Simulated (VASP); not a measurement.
A run of VASP 6.6.1:

The input INCAR:

```
SYSTEM = Fe3PdC
PREC = Accurate
ENCUT = 520
EDIFF = 1E-6
ISMEAR = 0
SIGMA = 0.1
LREAL = .False.
LASPH = .True.
NELM = 150
ALGO = Normal
ISIF = 2
LWAVE = .False.
LCHARG = .False.
ISPIN = 2
MAGMOM = 0 0 3 3 3
LORBIT = 11
LMAXMIX = 4
GGA = PE
NBANDS = 31
```

The input KPOINTS:

```
regular mesh
0
Gamma
  10 10 10
  0 0 0
```

The input POSCAR:

```
Fe3PdC
1.0
    3.8552527270      0.0000000000      0.0000000000
    0.0000000000      3.8552527270      0.0000000000
    0.0000000000      0.0000000000      3.8552527270
Pd C Fe
1 1 3
Direct
    0.0000000000      0.0000000000      0.0000000000
    0.5000000000      0.5000000000      0.5000000000
    0.5000000000      0.5000000000      0.0000000000
    0.5000000000      0.0000000000      0.5000000000
    0.0000000000      0.5000000000      0.5000000000
```

Potentials or basis: VASP PAW PBE potentials, release 64 (Pd, C, Fe).

Command:

```bash
$ cat potpaw_PBE.64/Pd/POTCAR potpaw_PBE.64/C/POTCAR potpaw_PBE.64/Fe/POTCAR > POTCAR
$ mpirun -np 1 vasp_std > vasp.out
```

Hardware: 1 thread of AMD EPYC 9R45 96-Core Processor (Zen 5) (shared host).

Problem. Estimate the wall time of this run.

Solution. Wall time 110 s on 1 thread of AMD EPYC 9R45 96-Core Processor (Zen 5), with other jobs on the host, peak memory 0.27 GiB. Counts: scf iterations 18, k points 56.
